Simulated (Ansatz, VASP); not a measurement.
## MgB2: VASP beside Ansatz

INCAR

```
  PREC = Accurate
  ENCUT = 520
  EDIFF = 1E-8
  ISMEAR = -1
  SIGMA = 0.05
  LREAL = False
  LASPH = True
  NELM = 80
  ALGO = Normal
  ISIF = 2
  LWAVE = False
  LCHARG = False
  GGA = CA
  LEFG = True
  NBANDS = 11
```

KPOINTS

```
Automatic mesh
0
Gamma
  12 12 9
```

The input POSCAR:

```
MgB2
1.0
    3.1255974756      0.0000000000      0.0000000000
   -1.5627987378      2.7068468159      0.0000000000
    0.0000000000      0.0000000000      3.5693605797
Mg B
1 2
Direct
    0.0000000000      0.0000000000      0.0000000000
    0.3333333333      0.6666666667      0.5000000000
    0.6666666667      0.3333333333      0.5000000000
```

Input for Ansatz:

```yaml
crystal:
  lattice:
    - [3.1255974756, 0.0, 0.0]
    - [-1.5627987378, 2.7068468159, 0.0]
    - [0.0, 0.0, 3.5693605797]
  atoms:
    - { symbol: Mg, position: [0.0, 0.0, 0.0] }
    - { symbol: B, position: [0.3333333333, 0.6666666667, 0.5] }
    - { symbol: B, position: [0.6666666667, 0.3333333333, 0.5] }
kpoints:
  mp_grid: { grid: [12, 12, 9] }
scf:
  occupations: { method: fermi_dirac, width: 0.05 }
hamiltonian:
  xc: lda
  pseudopotentials: { kind: all_electron, datasets: crystal }
output:
  forces: true
  stress: true
  eigenvalues: true
  efg: { contact_densities: true }
```

Change from the starting cell: volume scaled by 1.04, crystal datasets.

Alike in both runs: task electric field gradients; functional LDA; k mesh 12 × 12 × 9; occupations fermi-dirac, width 0.05 eV; no spin polarisation.

|  | VASP | Ansatz |
| --- | --- | --- |
| version | VASP 6.6.1 | Ansatz 0.2.0 |
| potentials or method | VASP PAW LDA potentials, release 64 (Mg, B), cutoff 520 eV | all-electron PAW with datasets made for the crystal, scalar-relativistic |

Ansatz gave:

| Item | Value |
| --- | --- |
| pressure (GPa) | -12.6 |
| traceless stress, the component that is largest in VASP (GPa) | 2.40 |
| size of Vzz on the site where it differs most (V/Å²) | 17.7 |

**Question.** What did VASP give for the same quantities?

**Answer.** Pressure (GPa): -13.1; traceless stress, the component that is largest in VASP (GPa): 2.27; size of Vzz on the site where it differs most (V/Å²): 19.8.

LDA's correlation is that of Perdew and Zunger in VASP and of Perdew and Wang (1992) in Ansatz. Ansatz ran all-electron here, and VASP with PAW potentials.
